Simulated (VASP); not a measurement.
Write the native input for VASP 6.6.1 that does the following.

| Item | Value |
| --- | --- |
| Task | single point |
| Functional | PBEsol |
| Potentials or basis | VASP PAW PBE potentials, release 64 (O) |
| Cutoff | 520 eV |
| k mesh | 8 × 8 × 6 |
| Occupations | fermi-dirac, width 0.05 eV |
| Spin | no spin polarisation |
| Dipole correction | no |
| Further INCAR settings | ALGO = Normal; EDIFF = 1e-07; NBANDS = 13 |

The structure of O lies in POSCAR:

```
O
1.0
    2.8514028533     -1.6624159400      0.0000000000
    2.8514028533      1.6624159400      0.0000000000
   -2.3944914034      0.0000000000      3.6470501824
O
2
Direct
    0.9745461700      0.9745461700      0.8444259800
    0.0254538300      0.0254538300      0.1555740200
```

One way to write it, as run:

INCAR

```
ALGO = Normal
EDIFF = 1E-7
ENCUT = 520
GGA = PS
ISIF = 2
ISMEAR = -1
LASPH = True
LCHARG = False
LREAL = False
LWAVE = False
NBANDS = 13
NELM = 80
PREC = Accurate
SIGMA = 0.05
```

KPOINTS

```
k-points
0
Gamma
  8 8 6
```

Potentials or basis: VASP PAW PBE potentials, release 64 (O).

Run with:

```bash
$ cat potpaw_PBE.64/O/POTCAR > POTCAR
$ mpirun -np 1 vasp_std > vasp.out
```

It gave:

```
Pressure               : -1.7 GPa
Largest force          : 0.431 eV/Å
Band gap on the k mesh : zero (bands 6 and 7 overlap by 0.32 eV)
```

Caveat: the standard files for N, O and F lose accuracy on very short bonds; spin is off for a triplet molecule; this functional lacks dispersion, which holds the molecules together, so the pressure and a relaxed volume are unreliable; the PAW data sets were made with another functional, which shifts forces and pressure a little.

Run time: 66 s on 1 thread of Intel(R) Xeon(R) Platinum 8488C (Sapphire Rapids) (shared host), peak memory 0.17 GiB.
